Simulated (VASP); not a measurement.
# Cu (Fm-3m) in VASP: a series of runs

Runs on Cu. Level: PBE. Tasks: single point.

All numbers are computed with VASP 6.6.1; they aren't measurements. Logs are shortened: lines on timing, memory, paths and dates and some standing lists are left out, and cuts for length are marked.

## Step 1: The cell of the first run

The structure is cubic, space group Fm-3m (No. 225). Conventional cell: a = 3.603 Å, b = 3.603 Å, c = 3.603 Å, α = 90.00°, β = 90.00°, γ = 90.00°. Within 3.4 Å of Cu (site symmetry m-3m) lie 12 Cu at 2.55 Å.

## Step 2: Single point, PBE (volume scaled by 0.99)

INCAR

```
PREC = Accurate ; ENCUT = 520
EDIFF = 1E-6 ; ISMEAR = -1
SIGMA = 0.08 ; LREAL = F
LASPH = T ; NELM = 100
ALGO = Normal ; ISIF = 2
LWAVE = F ; LCHARG = T
GGA = PE ; LELF = T
LVHAR = T ; NBANDS = 12
```

KPOINTS

```
regular mesh
0
Gamma
  19 19 19
```

POSCAR

```
Cu
1.0
    0.0000000000      1.8014548043      1.8014548043
    1.8014548043      0.0000000000      1.8014548043
    1.8014548043      1.8014548043      0.0000000000
Cu
1
Direct
    0.0000000000      0.0000000000      0.0000000000
```

Potentials or basis: VASP PAW PBE potentials, release 64 (Cu).

Run with:

```bash
$ cat potpaw_PBE.64/Cu/POTCAR > POTCAR
$ mpirun -np 1 vasp_std > vasp.out
```

OUTCAR:

```text
PREC = Accurate
   ENCUT = 520
   EDIFF = 1E-6
   ISMEAR = -1
   LREAL = F
   LASPH = T
   NELM = 100
   ISIF = 2
   GGA = PE

 ion  position               nearest neighbor table
   1  0.000  0.000  0.000-

  LATTYP: Found a face centered cubic cell.
 ALAT       =     3.6029096086

  Lattice vectors:

 A1 = (   0.0000000000,   1.8014548043,   1.8014548043)
 A2 = (   1.8014548043,   0.0000000000,   1.8014548043)
 A3 = (   1.8014548043,   1.8014548043,   0.0000000000)

Analysis of symmetry for initial positions (statically):
=====================================================================
 Subroutine PRICEL returns:
 Original cell was already a primitive cell.

 Routine SETGRP: Setting up the symmetry group for a
 face centered cubic supercell.

 Subroutine GETGRP returns: Found 48 space group operations
 (whereof 48 operations were pure point group operations)
 out of a pool of 48 trial point group operations.

The static configuration has the point symmetry O_h .

Analysis of symmetry for dynamics (positions and initial velocities):
=====================================================================
 Subroutine PRICEL returns:
 Original cell was already a primitive cell.

 Routine SETGRP: Setting up the symmetry group for a
 face centered cubic supercell.

 Subroutine GETGRP returns: Found 48 space group operations
 (whereof 48 operations were pure point group operations)
 out of a pool of 48 trial point group operations.

The dynamic configuration has the point symmetry O_h .

 Subroutine INISYM returns: Found 48 space group operations
 (whereof 48 operations are pure point group operations),
 and found     1 'primitive' translations

----------------------------------------------------------------------------------------

                                     Primitive cell

  volume of cell :      11.6923

  direct lattice vectors                    reciprocal lattice vectors
     0.000000000  1.801454804  1.801454804    -0.277553452  0.277553452  0.277553452
     1.801454804  0.000000000  1.801454804     0.277553452 -0.277553452  0.277553452
     1.801454804  1.801454804  0.000000000     0.277553452  0.277553452 -0.277553452

  length of vectors
     2.547641816  2.547641816  2.547641816     0.480736681  0.480736681  0.480736681

  position of ions in fractional coordinates (direct lattice)
     0.000000000  0.000000000  0.000000000

  ion indices of the primitive-cell ions
   primitive index   ion index
                 1           1

----------------------------------------------------------------------------------------

 KPOINTS: regular mesh

Automatic generation of k-mesh.
 Grid dimensions read from file:
 generate k-points for:   19   19   19

 Generating k-lattice:

  Cartesian coordinates                     Fractional coordinates (reciprocal lattice)
    -0.014608076  0.014608076  0.014608076     0.052631579  0.000000000  0.000000000
     0.014608076 -0.014608076  0.014608076     0.000000000  0.052631579  0.000000000
     0.014608076  0.014608076 -0.014608076     0.000000000  0.000000000  0.052631579

  Length of vectors
     0.025301931  0.025301931  0.025301931

  Shift w.r.t. Gamma in fractional coordinates (k-lattice)
     0.000000000  0.000000000  0.000000000

 Subroutine IBZKPT returns following result:
 ===========================================

 Found    220 irreducible k-points:

 Following reciprocal coordinates:
            Coordinates               Weight
  0.000000  0.000000  0.000000      1.000000
  0.052632  0.000000  0.000000      8.000000
  0.105263  0.000000  0.000000      8.000000
  0.157895  0.000000  0.000000      8.000000
  0.210526  0.000000  0.000000      8.000000
  0.263158  0.000000  0.000000      8.000000
[... 16 lines left out ...]
 -0.315789  0.052632  0.000000     24.000000
 -0.263158  0.052632  0.000000     24.000000
 [... further k-points ...]
   k-points           NKPTS =    220   k-points in BZ     NKDIM =    220   number of bands    NBANDS=     12
   number of dos      NEDOS =    301   number of ions     NIONS =      1
   total plane-waves  NPLWV =   8000
   dimension x,y,z NGX =    20 NGY =   20 NGZ =   20
   dimension x,y,z NGXF=    40 NGYF=   40 NGZF=   40
   ions per type =               1
   NGX,Y,Z   is equivalent  to a cutoff of  13.05, 13.05, 13.05 a.u.
   NGXF,Y,Z  is equivalent  to a cutoff of  26.10, 26.10, 26.10 a.u.
 SYSTEM =  unknown system
   PREC   = accura    normal or accurate (medium, high low for compatibility)
   ISTART =      0    job   : 0-new  1-cont  2-samecut
   ICHARG =      2    charge: 1-file 2-atom 10-const
   ISPIN  =      1    spin polarized calculation?
   LNONCOLLINEAR =      F non collinear calculations
   LSORBIT =      F    spin-orbit coupling
   LASPH  =      T    aspherical Exc in radial PAW
   ENCUT  =  520.0 eV  38.22 Ry    6.18 a.u.   4.74  4.74  4.74*2*pi/ulx,y,z
   NELM   =    100;   NELMIN=  2; NELMDL= -5     # of ELM steps
   EDIFF  = 0.1E-05   stopping-criterion for ELM
   LREAL  =      F    real-space projection
   EDIFFG = 0.1E-04   stopping-criterion for IOM
   NSW    =      0    number of steps for IOM
   IBRION =     -1    ionic relax: 0-MD 1-quasi-New 2-CG
   NFREE  =      0    steps in history (QN), initial steepest desc. (CG)
   ISIF   =      2    stress and relaxation
   ISYM   =      2    0-nonsym 1-usesym 2-fastsym
   POTIM  = 0.5000    time-step for ionic-motion
   TEBEG  =    0.0;   TEEND  =   0.0 temperature during run
   PSTRESS=    0.0 pullay stress
   NELECT =      11.0000    total number of electrons
   NUPDOWN=      -1.0000    fix difference up-down
   EMIN   =  10.00;   EMAX   =-10.00  energy-range for DOS
   EFERMI =   0.00;   METHOD = LEGACY
   ISMEAR =    -1;   SIGMA  =   0.08  broadening in eV -4-tet -1-fermi 0-gaus
   EFERMI_NEDOS =   21; number of points for ismear=-14 and -15
   IALGO  =     38    algorithm
   IMIX   =      4    mixing-type and parameters
     AMIX     =   0.40;   BMIX     =  1.00
     AMIX_MAG =   1.60;   BMIX_MAG =  1.00
  volume/ion in A,a.u.               =      11.69        78.90
  Fermi-wavevector in a.u.,A,eV,Ry     =   1.604128  3.031362 35.010875  2.573227
  Thomas-Fermi vector in A             =   2.700682
   LORBIT       =      0    0 simple, 1 ext, 2 COOP (PROOUT), +10 PAW based schemes
   GGA     = PE    functional components
   LHFCALC =     F    Hartree Fock is set to
   AEXX    =    0.0000 exact exchange contribution
   IVDW    =     0    specifies the selected vdW correction
   LEPSILON=     F    determine dielectric tensor
   LRPA    =     F    only Hartree local field effects (RPA)
 non-spin polarized calculation
  energy-cutoff  :      520.00
  volume of cell :       11.69
 maximum number of plane-waves:       331
   NGX =  9   NGY =  9   NGZ =  9

 number of electron      11.0000005 magnetization

 Free energy of the ion-electron system (eV)
  ---------------------------------------------------
  ext. energy  EPLUGINS =         0.00000000
  ---------------------------------------------------
  free energy    TOTEN  =        -3.72607713 eV

  energy without entropy =       -3.71882362  energy(sigma->0) =       -3.72245037

 E-fermi :   7.7560     XC(G=0): -12.7850

 val. band max:        7.7403491098   @ k =  -0.3684   0.1579   0.0000
 cond. band min:       7.7624063012   @ k =  -0.3684   0.1579   0.0526
 fundamental gap:      0.0220571914
 Fermi energy:         7.7560424583

 k-point     1 :       0.0000    0.0000    0.0000
  band No.  band energies     occupation
      1      -1.7177      2.00000
      2       4.6468      2.00000
      3       4.6468      2.00000
      4       4.6468      2.00000
      5       5.4813      2.00000
      6       5.4813      2.00000
      7      30.3854      0.00000
      8      33.1075      0.00000
      9      33.1075      0.00000
     10      33.1075      0.00000
     11      35.6065      0.00000
     12      35.6065      0.00000

 k-point     2 :       0.0526    0.0000    0.0000
  band No.  band energies     occupation
      1      -1.6159      2.00000
      2       4.6249      2.00000
      3       4.6663      2.00000
      4       4.6663      2.00000
      5       5.4735      2.00000
      6       5.4735      2.00000
      7      29.8353      0.00000
      8      31.7894      0.00000
      9      32.7723      0.00000
     10      32.7723      0.00000
     11      36.0851      0.00000
     12      36.0851      0.00000

 k-point     3 :       0.1053    0.0000    0.0000
  band No.  band energies     occupation
      1      -1.3137      2.00000
      2       4.5647      2.00000
      3       4.7180      2.00000
      4       4.7180      2.00000
      5       5.4566      2.00000
      6       5.4566      2.00000
      7      27.6374      0.00000
      8      31.1345      0.00000
      9      32.1412      0.00000
     10      32.1412      0.00000
     11      37.1036      0.00000
     12      37.1036      0.00000
[... 286 lines left out ...]
 k-point    23 :      -0.3158    0.0526    0.0000
  band No.  band energies     occupation
      1       1.7393      2.00000
      2       4.5688      2.00000
      3       4.7118      2.00000
      4       4.7534      2.00000
      5       5.6964      2.00000
      6       5.9661      2.00000
      7      16.4536      0.00000
      8      27.5278      0.00000
      9      30.3612      0.00000
     10      31.5384      0.00000
     11      33.5581      0.00000
     12      35.3916      0.00000

 k-point    24 :      -0.2632    0.0526    0.0000
  band No.  band energies     occupation
      1       0.9719      2.00000
      2       4.3749      2.00000
      3       4.7730      2.00000
      4       4.8119      2.00000
      5       5.5374      2.00000
      6       5.7857      2.00000
      7      18.8393      0.00000
      8      27.7066      0.00000
      9      30.9696      0.00000
     10      32.1556      0.00000
     11      34.3478      0.00000
     12      35.7199      0.00000

 [... further k-points ...]
[... 5 lines left out ...]
  --------------------------------------------------------------------------------------
  -------------------------------------------------------------------------------------
  Total        0.2770801      0.2770801      0.2770801     -0.0000000      0.0000000     -0.0000000
  in kB       37.9678301     37.9678301     37.9678301     -0.0000000      0.0000000     -0.0000000
  external PRESSURE =      37.9678301 kB  Pullay stress =       0.0000000 kB

 VOLUME and BASIS-vectors are now :
 -----------------------------------------------------------------------------
  energy-cutoff  :      520.00
  volume of cell :       11.69
      direct lattice vectors                 reciprocal lattice vectors
     0.000000000  1.801454804  1.801454804    -0.277553452  0.277553452  0.277553452
     1.801454804  0.000000000  1.801454804     0.277553452 -0.277553452  0.277553452
     1.801454804  1.801454804  0.000000000     0.277553452  0.277553452 -0.277553452

 POSITION                                       TOTAL-FORCE (eV/Angst)
 -----------------------------------------------------------------------------------
      0.00000      0.00000      0.00000        -0.000000     -0.000000      0.000000
 -----------------------------------------------------------------------------------
    total drift:                                0.000000      0.000000      0.000000

  FREE ENERGIE OF THE ION-ELECTRON SYSTEM (eV)
  ---------------------------------------------------
  free  energy   TOTEN  =        -3.7260771261 eV

  energy  without entropy=       -3.7188236168  energy(sigma->0) =       -3.72245037
```

It took 20 s on 1 thread of Intel Xeon 6975P-C (Granite Rapids), shared host; peak memory 0.14 GiB.

What came out:

```
Free energy : -3.7261 eV
Pressure    : 3.8 GPa
```

Levels at points of the mesh, in eV from the Fermi level:
| k point | band 4 | band 5 | band 6 | band 7 | band 8 | band 9 |
| --- | --- | --- | --- | --- | --- | --- |
| (0.00, 0.00, 0.00) | -3.11 | -2.27 | -2.27 | 22.63 | 25.35 | 25.35 |

## Step 3: Single point, PBE (volume scaled by 1.02)

INCAR

```
SYSTEM = Cu
PREC     = Accurate       ! precision mode
ENCUT    = 520            ! plane-wave cutoff, eV
EDIFF    = 1E-6           ! SCF threshold, eV
ISMEAR   = -1             ! smearing method
SIGMA    = 0.08           ! smearing width, eV
LREAL    = .False.        ! projectors in reciprocal space
LASPH    = .True.         ! aspherical terms in the spheres
NELM     = 60             ! most SCF steps
ALGO     = Normal         ! electronic algorithm
ISIF     = 2              ! what is computed and relaxed
LWAVE    = .False.        ! write WAVECAR
LCHARG   = .False.        ! write CHGCAR
GGA      = PE             ! functional
NBANDS   = 12             ! bands
```

KPOINTS

```
Automatic mesh
0
Gamma
  19 19 19
  0 0 0
```

POSCAR

```
Cu
1.0
    0.0000000000      1.8194705475      1.8194705475
    1.8194705475      0.0000000000      1.8194705475
    1.8194705475      1.8194705475      0.0000000000
Cu
1
Direct
    0.0000000000      0.0000000000      0.0000000000
```

Potentials or basis: VASP PAW PBE potentials, release 64 (Cu).

Run with:

```bash
$ cat potpaw_PBE.64/Cu/POTCAR > POTCAR
$ mpirun -np 1 vasp_std > vasp.out
```

Run time: 20 s. Hardware: 1 thread of Intel Xeon 6975P-C (Granite Rapids), shared host; peak memory 0.14 GiB.

It converged, with:

```
Free energy : -3.7297 eV
Pressure    : -0.6 GPa
```

Levels at points of the mesh, in eV from the Fermi level:
| k point | band 3 | band 4 | band 5 | band 6 | band 7 | band 8 | band 9 | band 10 |
| --- | --- | --- | --- | --- | --- | --- | --- | --- |
| (0.00, 0.00, 0.00) | -3.01 | -3.01 | -2.22 | -2.22 | 22.40 | 24.89 | 24.89 | 24.89 |

## Step 4: Single point, PBE (volume scaled by 0.9405)

INCAR

```
SYSTEM = Cu
PREC = Accurate ; ENCUT = 520
EDIFF = 1E-6 ; ISMEAR = -1
SIGMA = 0.08 ; LREAL = .False.
LASPH = .True. ; NELM = 60
ALGO = Normal ; ISIF = 2
LWAVE = .False. ; LCHARG = .False.
GGA = PE ; NBANDS = 12
```

KPOINTS is that of step 3.

POSCAR

```
Cu
1.0
    0.0000000000      1.7709157724      1.7709157724
    1.7709157724      0.0000000000      1.7709157724
    1.7709157724      1.7709157724      0.0000000000
Cu
1
Direct
    0.0000000000      0.0000000000      0.0000000000
```

Potentials or basis: VASP PAW PBE potentials, release 64 (Cu).

Run with:

```bash
$ cat potpaw_PBE.64/Cu/POTCAR > POTCAR
$ mpirun -np 1 vasp_std > vasp.out
```

OUTCAR:

```text
SYSTEM = Cu
   PREC = Accurate
   ENCUT = 520
   EDIFF = 1E-6
   ISMEAR = -1
   LREAL = .False.
   LASPH = .True.
   NELM = 60
   ISIF = 2
   GGA = PE

 ion  position               nearest neighbor table
   1  0.000  0.000  0.000-

  LATTYP: Found a face centered cubic cell.
 ALAT       =     3.5418315448

  Lattice vectors:

 A1 = (   0.0000000000,   1.7709157724,   1.7709157724)
 A2 = (   1.7709157724,   0.0000000000,   1.7709157724)
 A3 = (   1.7709157724,   1.7709157724,   0.0000000000)

Analysis of symmetry for initial positions (statically):
[... 530 lines left out ...]
      7      19.9066      0.00000
      8      28.9804      0.00000
      9      32.2188      0.00000
     10      33.7066      0.00000
     11      35.8046      0.00000
     12      37.2246      0.00000

 [... further k-points ...]
[... 5 lines left out ...]
  --------------------------------------------------------------------------------------
  -------------------------------------------------------------------------------------
  Total        0.8980696      0.8980696      0.8980696      0.0000000     -0.0000000      0.0000000
  in kB      129.5379018    129.5379018    129.5379018      0.0000000     -0.0000000      0.0000000
  external PRESSURE =     129.5379018 kB  Pullay stress =       0.0000000 kB

 VOLUME and BASIS-vectors are now :
 -----------------------------------------------------------------------------
  energy-cutoff  :      520.00
  volume of cell :       11.11
      direct lattice vectors                 reciprocal lattice vectors
     0.000000000  1.770915772  1.770915772    -0.282339797  0.282339797  0.282339797
     1.770915772  0.000000000  1.770915772     0.282339797 -0.282339797  0.282339797
     1.770915772  1.770915772  0.000000000     0.282339797  0.282339797 -0.282339797

 POSITION                                       TOTAL-FORCE (eV/Angst)
 -----------------------------------------------------------------------------------
      0.00000      0.00000      0.00000        -0.000000     -0.000000      0.000000
 -----------------------------------------------------------------------------------
    total drift:                                0.000000     -0.000000      0.000000

  FREE ENERGIE OF THE ION-ELECTRON SYSTEM (eV)
  ---------------------------------------------------
  free  energy   TOTEN  =        -3.6960269762 eV

  energy  without entropy=       -3.6891967131  energy(sigma->0) =       -3.69261184
```

OSZICAR:

```text
N       E                     dE             d eps       ncg     rms          rms(c)
DAV:   1     0.424135447680E+02    0.42414E+02   -0.54343E+03  5924   0.156E+03
DAV:   2    -0.332243306832E+01   -0.45736E+02   -0.42347E+02  5452   0.205E+02
DAV:   3    -0.461744347452E+01   -0.12950E+01   -0.12880E+01  6112   0.396E+01
DAV:   4    -0.462502678298E+01   -0.75833E-02   -0.75823E-02  6060   0.270E+00
DAV:   5    -0.462509250927E+01   -0.65726E-04   -0.65725E-04  6208   0.254E-01    0.777E+00
DAV:   6    -0.403066838641E+01    0.59442E+00   -0.13652E+01  6284   0.713E+01    0.356E+00
DAV:   7    -0.371088694760E+01    0.31978E+00   -0.20352E+00  6320   0.273E+01    0.657E-01
DAV:   8    -0.369712896105E+01    0.13758E-01   -0.50736E-03  6864   0.744E-01    0.249E-01
DAV:   9    -0.369602334241E+01    0.11056E-02   -0.64439E-03  6832   0.141E+00    0.268E-02
DAV:  10    -0.369602845943E+01   -0.51170E-05   -0.27046E-05  7564   0.823E-02    0.836E-03
DAV:  11    -0.369602681781E+01    0.16416E-05   -0.11241E-06  4388   0.205E-02    0.251E-04
DAV:  12    -0.369602697620E+01   -0.15838E-06   -0.52553E-08  3176   0.268E-03
   1 F= -.36960270E+01 E0= -.36926118E+01  d E =-.683026E-02
```

Wall time 15 s (1 thread of Intel Xeon 6975P-C (Granite Rapids), shared host); peak memory 0.14 GiB.

Results:

```yaml
Free_energy: -3.6960 eV
Pressure: 13.0 GPa
```

## Step 5: The runs side by side

| cell | gap on the mesh (eV) | pressure (GPa) |
| --- | --- | --- |
| a = 2.548 Å, angles 60.0°, 1 atom | none | 3.8 |
| a = 2.573 Å, angles 60.0°, 1 atom | none | -0.6 |
| a = 2.504 Å, angles 60.0°, 1 atom | none | 13.0 |

Alike in all rows: task single point; level PBE; potentials or basis VASP PAW PBE potentials, release 64 (Cu); no spin polarisation; k mesh 19 × 19 × 19; cutoff (eV) 520; smearing fermi-dirac 0.08 eV.

Total energies depend on the potentials used, so only differences within one code and one set of settings carry meaning.
